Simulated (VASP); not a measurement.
InPd: single point with PBEsol

Crystal: InPd.

```
In Pd
1.0
     3.21150    0.00000    0.00000
     0.00000    3.21150    0.00000
     0.00000    0.00000    3.21150
In Pd
1 1
Direct
  0.00000 0.00000 0.00000
  0.50000 0.50000 0.50000
```

- Program: VASP 6.6.1
- Task: single point
- Functional: PBEsol
- Potentials or basis: VASP PAW PBE potentials, release 64 (In_d, Pd)
- Cutoff: 520 eV
- k mesh: 8 × 8 × 8
- Occupations: fermi-dirac, width 0.05 eV
- Spin: no spin polarisation
- Dipole correction: no
- Further INCAR settings: ALGO = Normal; EDIFF = 1e-06; NBANDS = 18

```
Pressure               : 5.2 GPa
Band gap on the k mesh : zero (an odd number of electrons rules out a gap without spin polarisation)
```

Levels at points of the mesh, in eV from the Fermi level:
```csv
k point,band 10,band 11,band 12,band 13,band 14,band 15
"(0.00, 0.00, 0.00)",-2.30,-2.30,4.36,4.36,4.36,10.21
"(0.50, 0.00, 0.00)",-3.40,-2.40,-1.05,10.12,10.12,10.19
"(0.50, 0.50, 0.00)",-2.48,-2.48,-1.67,1.83,2.73,9.92
"(0.50, 0.50, 0.50)",-1.63,0.20,3.93,3.93,3.93,4.72
```

It took 16 s on 1 thread of Intel Xeon 8259CL, with other jobs on the host, peak memory 0.15 GiB.

Caveat: the cell stands under pressure; the PAW data sets were made with another functional, which shifts forces and pressure a little; spin-orbit coupling is left out, which moves the levels of the heavy elements.
